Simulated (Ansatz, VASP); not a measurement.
**One calculation of Si, two programs**

The input INCAR:

```
SYSTEM = Si
  ALGO = Normal
  EDIFF = 1E-7
  ENCUT = 520
  GGA = PS
  ISIF = 2
  ISMEAR = -1
  LASPH = .TRUE.
  LCHARG = .FALSE.
  LREAL = .FALSE.
  LWAVE = .FALSE.
  NBANDS = 8
  NELM = 100
  PREC = Accurate
  SIGMA = 0.1
```

KPOINTS

```
k-points
0
G
  19 19 19
  0 0 0
```

File POSCAR:

```
Si
1.0
   -1.4755035985      1.4755035985      1.4755035985
    1.4755035985     -1.4755035985      1.4755035985
    1.4755035985      1.4755035985     -1.4755035985
Si
1
Direct
    0.0000000000      0.0000000000      0.0000000000
```

Input for Ansatz:

```yaml
crystal:
  lattice:
    - [-1.4755035985, 1.4755035985, 1.4755035985]
    - [1.4755035985, -1.4755035985, 1.4755035985]
    - [1.4755035985, 1.4755035985, -1.4755035985]
  atoms:
    - { symbol: Si, position: [0.0, 0.0, 0.0] }
kpoints:
  mp_grid: { grid: [19, 19, 19] }
  band_path:
    path:
      - [0.0, 0.0, 0.0]
      - [0.5, -0.5, 0.5]
      - [0.0, 0.0, 0.5]
      - [0.0, 0.0, 0.0]
      - [0.25, 0.25, 0.25]
      - [0.5, -0.5, 0.5]
      - [0.25, 0.25, 0.25]
      - [0.0, 0.0, 0.5]
    npoints: 8
scf:
  occupations: { method: fermi_dirac, width: 0.1 }
hamiltonian:
  xc: pbesol
  pseudopotentials: { kind: all_electron, lapw: { basis_error: 0.001 } }
output:
  forces: true
  stress: true
  eigenvalues: true
  populations: true
  dos: { projected: true, de: 0.2, e_range: [-14, 8] }
```

Change from the starting cell: volume scaled by 0.9, LAPW.

Alike in both runs: task single point; functional PBEsol; k mesh 19 × 19 × 19; occupations fermi-dirac, width 0.1 eV; no spin polarisation.

```csv
,VASP,Ansatz
version,VASP 6.6.1,Ansatz 0.2.0
potentials or method,"VASP PAW PBE potentials, release 64 (Si), cutoff 520 eV","all-electron LAPW, scalar-relativistic"
```

|  | VASP | Ansatz | Ansatz less VASP |
| --- | --- | --- | --- |
| pressure (GPa) | 13.5 | 13.4 | -0.17 |

VASP's potentials were made for PBE, not for PBEsol. Ansatz ran all-electron here, and VASP with PAW potentials.
